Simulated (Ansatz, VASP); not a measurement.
# CuNi3 in VASP and in Ansatz

```
CELL_PARAMETERS angstrom
-1.73248 1.73248 3.42229
1.73248 -1.73248 3.42229
1.73248 1.73248 -3.42229
ATOMIC_POSITIONS crystal
Cu 0.00000 0.00000 0.00000
Ni 0.50000 0.50000 0.00000
Ni 0.25000 0.75000 0.50000
Ni 0.75000 0.25000 0.50000
```

Change from the starting cell: volume scaled by 0.96.

Alike in both runs: task single point; functional PBEsol; k mesh 11 × 11 × 11; occupations fermi-dirac, width 0.05 eV; collinear spin.

|  | VASP | Ansatz |
| --- | --- | --- |
| version | VASP 6.6.1 | Ansatz 0.2.0 |
| potentials or method | VASP PAW PBE potentials, release 64 (Cu, Ni), cutoff 520 eV | all-electron LAPW, scalar-relativistic |

VASP gave:

| Item | Value |
| --- | --- |
| gap on the k mesh at the Fermi level (eV) | none |
| pressure (GPa) | 7.0 |
| traceless stress, the component that is largest in VASP (GPa) | 0.52 |
| net moment per atom (μB) | 0.36 |
| size of the moment on the site where the two differ most (μB) | 0.50 |

**Question.** Estimate Ansatz's values.

**Answer.** gap on the k mesh at the Fermi level (eV): none; pressure (GPa): 6.9; traceless stress, the component that is largest in VASP (GPa): 0.48; net moment per atom (μB): 0.37; size of the moment on the site where the two differ most (μB): 0.53.

VASP's potentials were made for PBE, not for PBEsol. Site moments also hang on the region over which each program counts them. A gap of «none» marks a metal or a gap that the smearing closes. Ansatz ran all-electron here, and VASP with PAW potentials.
